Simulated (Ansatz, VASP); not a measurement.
## WS2: VASP beside Ansatz

File INCAR:

```
SYSTEM = WS2
  ALGO = Normal
  EDIFF = 1E-7
  ENCUT = 520
  GGA = CA
  ISIF = 2
  ISMEAR = 0
  LASPH = .True.
  LCHARG = .True.
  LELF = .True.
  LREAL = .False.
  LVHAR = .True.
  LWAVE = .False.
  NBANDS = 35
  NELM = 100
  PREC = Accurate
  SIGMA = 0.05
```

File KPOINTS:

```
k-points
0
Gamma
  12 12 2
  0 0 0
```

The input POSCAR:

```
WS2
1.0
    3.1264167816     -0.0859764615     -0.0859764615
   -1.6376661906      2.7505445864     -0.0314695690
   -0.6419207899     -0.6419207899     23.3425741786
W S
2 4
Direct
    0.3333333333      0.6666666667      0.6302757360
    0.6666666667      0.3333333333      0.3697242640
    0.3333333333      0.6666666667      0.3028928957
    0.6666666667      0.3333333333      0.5633280735
    0.3333333333      0.6666666667      0.4366719265
    0.6666666667      0.3333333333      0.6971071043
```

Input for Ansatz:

```yaml
crystal:
  lattice:
    - [3.1264167816, -0.0859764615, -0.0859764615]
    - [-1.6376661906, 2.7505445864, -0.031469569]
    - [-0.6419207899, -0.6419207899, 23.3425741786]
  atoms:
    - { symbol: W, position: [0.3333333333, 0.6666666667, 0.630275736] }
    - { symbol: W, position: [0.6666666667, 0.3333333333, 0.369724264] }
    - { symbol: S, position: [0.3333333333, 0.6666666667, 0.3028928957] }
    - { symbol: S, position: [0.6666666667, 0.3333333333, 0.5633280735] }
    - { symbol: S, position: [0.3333333333, 0.6666666667, 0.4366719265] }
    - { symbol: S, position: [0.6666666667, 0.3333333333, 0.6971071043] }
basis:
  ecutwfc: 420
kpoints:
  mp_grid: { grid: [12, 12, 2] }
hamiltonian:
  xc: lda
  pseudopotentials: { kind: paw, azcp: { folder: soft_1 } }
scf:
  occupations: { method: gaussian, width: 0.05 }
output:
  forces: true
  stress: true
  eigenvalues: true
```

Change from the starting cell: equal engineering shear yz, xz and xy -0.0550, equal normal strain along x, y and z +0.0000.

Alike in both runs: task single point; functional LDA; k mesh 12 × 12 × 2; occupations gaussian, width 0.05 eV; no spin polarisation.

|  | VASP | Ansatz |
| --- | --- | --- |
| version | VASP 6.6.1 | Ansatz 0.2.0 |
| potentials or method | VASP PAW LDA potentials, release 64 (W_sv, S), cutoff 520 eV | scalar-relativistic, plane waves, PAW |
| valence electrons in the cell | 52 | 52 |

VASP gave:

* gap on the k mesh at the Fermi level (eV): 1.25
* least direct gap on the mesh (eV): 1.89
* rms of the force components (eV/Å): 0.729

Q: Estimate Ansatz's values.

A: gap on the k mesh at the Fermi level (eV): 1.24; least direct gap on the mesh (eV): 1.88; rms of the force components (eV/Å): 0.723.

Ansatz warns that its potentials were made for another functional, while VASP's fit it. LDA's correlation is that of Perdew and Zunger in VASP and of Perdew and Wang (1992) in Ansatz. Atom by atom the forces differ by 0.021 eV/Å (rms over components).

Neither program's run includes spin-orbit coupling.
